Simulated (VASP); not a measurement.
A run of VASP 6.6.1:

Contents of POSCAR:

```
AlP5
1.0
    7.9204330501      0.0000000000      0.0000000000
   -3.9602165250      6.8592962303      0.0000000000
    0.0000000000      0.0000000000      2.3871315774
Al P
1 5
Direct
    0.0000000000      0.0000000000      0.5000000000
    0.5000000000      0.0000000000      0.5000000000
    0.0000000000      0.5000000000      0.5000000000
    0.5000000000      0.5000000000      0.5000000000
    0.3333333333      0.6666666667      0.5000000000
    0.6666666667      0.3333333333      0.5000000000
```

Contents of INCAR.step1:

```
PREC = Accurate ; ENCUT = 520
EDIFF = 1E-6 ; ISMEAR = 0
SIGMA = 0.1 ; LREAL = False
LASPH = True ; NELM = 80
ALGO = Normal ; ISIF = 2
LWAVE = False ; LCHARG = True
GGA = PE ; NBANDS = 23
```

Contents of KPOINTS.step1:

```
Automatic mesh
0
Gamma
  6 6 16
```

The input INCAR.step2:

```
PREC = Accurate ; ENCUT = 520
EDIFF = 1E-6 ; ISMEAR = -5
SIGMA = 0.1 ; LREAL = False
LASPH = True ; NELM = 80
ALGO = Normal ; ISIF = 2
LWAVE = False ; LCHARG = False
GGA = PE ; LORBIT = 11
NBANDS = 23 ; NEDOS = 1001
ICHARG = 11
```

File KPOINTS.step2:

```
Automatic mesh
0
Gamma
  9 9 24
```

Potentials or basis: VASP PAW PBE potentials, release 64 (Al, P).

Command:

```bash
$ cat potpaw_PBE.64/Al/POTCAR potpaw_PBE.64/P/POTCAR > POTCAR
$ cp INCAR.step1 INCAR
$ cp KPOINTS.step1 KPOINTS
$ mpirun -np 1 vasp_std > vasp.out
$ cp INCAR.step2 INCAR
$ cp KPOINTS.step2 KPOINTS
$ mpirun -np 1 vasp_std > vasp.out
```

Hardware: 1 thread of Intel(R) Xeon(R) Platinum 8488C (Sapphire Rapids) (shared host).

Task: Estimate the wall time of this run.

Result: Run time: 3.8 min on 1 thread of Intel(R) Xeon(R) Platinum 8488C (Sapphire Rapids), on a shared host, peak memory 0.49 GiB. Counts: k points 156.
